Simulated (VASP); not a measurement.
Set up this calculation in VASP 6.6.1, as the native input.

```yaml
Task: single point
Functional: PBE
Potentials_or_basis: VASP PAW PBE potentials, release 64 (Ti_sv, B)
Cutoff: 520 eV
k_mesh: 18 × 18 × 16
Occupations: gaussian, width 0.15 eV
Spin: no spin polarisation
Dipole_correction: no
Further_INCAR_settings: ALGO = Normal; EDIFF = 1e-06; NBANDS = 16
```

The structure of TiB2 lies in POSCAR:

```
TiB2
1.0
    3.1172524002      0.0000000000      0.0000000000
   -1.5586262001      2.6996197686      0.0000000000
    0.0000000000      0.0000000000      3.0498922897
Ti B
1 2
Direct
    0.0000000000      0.0000000000      0.0000000000
    0.3333333333      0.6666666667      0.5000000000
    0.6666666667      0.3333333333      0.5000000000
```

This cell differs from its parent crystal: ratio of the length along z to the lengths across it x 0.92, volume and fractional coordinates fixed.

The input as run:

INCAR

```
ALGO = Normal ; EDIFF = 1E-6
ENCUT = 520 ; GGA = PE
ISIF = 2 ; ISMEAR = 0
LASPH = True ; LCHARG = False
LREAL = False ; LWAVE = False
NBANDS = 16 ; NELM = 100
PREC = Accurate ; SIGMA = 0.15
```

KPOINTS

```
k-points
0
Gamma
  18 18 16
```

Potentials or basis: VASP PAW PBE potentials, release 64 (Ti_sv, B).

The run is started by

```console
$ cat potpaw_PBE.64/Ti_sv/POTCAR potpaw_PBE.64/B/POTCAR > POTCAR
$ mpirun -np 1 vasp_std > vasp.out
```

It gave:

| Property | Result |
| --- | --- |
| Pressure | -1.9 GPa |
| Band gap on the k mesh | zero (band 9 reaches 10.46 eV, above the bottom of band 10 at 9.30 eV) |

Wall time 96 s on 1 thread of AMD EPYC 7R13 Processor (Zen 3) (shared host), peak memory 0.22 GiB.
